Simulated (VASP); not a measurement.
The system is WC.

```
W C
1.0
     2.90050    0.00000    0.00000
    -1.45025    2.51191    0.00000
     0.00000    0.00000    2.82900
W C
1 1
Direct
  0.00000 0.00000 0.00000
  0.66667 0.33333 0.50000
```

```yaml
Program: VASP 6.6.1
Task: relaxation of cell and atoms
Functional: PBE
Potentials_or_basis: VASP PAW PBE potentials, release 64 (W_sv, C)
Cutoff: 600 eV
k_mesh: 6 × 6 × 6
Occupations: gaussian, width 0.1 eV
Spin: no spin polarisation
```

At the start: pressure 9.6 GPa; volume 10.31 Å³/atom.

Q: Where does the relaxation end?

A: Over 6 steps the energy falls by 7.5 meV/atom and the volume is 10.56 Å³/atom (+2.4 %); space group P-6m2 (No. 187, to 0.05 Å).

Step by step:
```tsv
step	energy change (eV)	largest force (eV/Å)	pressure (GPa)	volume (Å³)
1	0.0000	0.0000	9.60	20.61
2	0.0843	0.0000	-21.51	22.51
3	-0.0147	0.0000	-0.28	21.12
4	-0.0147	0.0000	-0.06	21.11
5	-0.0147	0.0000	0.06	21.12
6	-0.0149	0.0000	0.00	21.11
```

Final structure:
```
CELL_PARAMETERS angstrom
2.92761 0.00000 0.00000
-1.46381 2.53539 0.00000
0.00000 0.00000 2.84454
ATOMIC_POSITIONS crystal
W 0.00000 0.00000 0.00000
C 0.66667 0.33333 0.50000
```

Caveat: the k points lie up to 0.41 Å⁻¹ apart in the final cell.
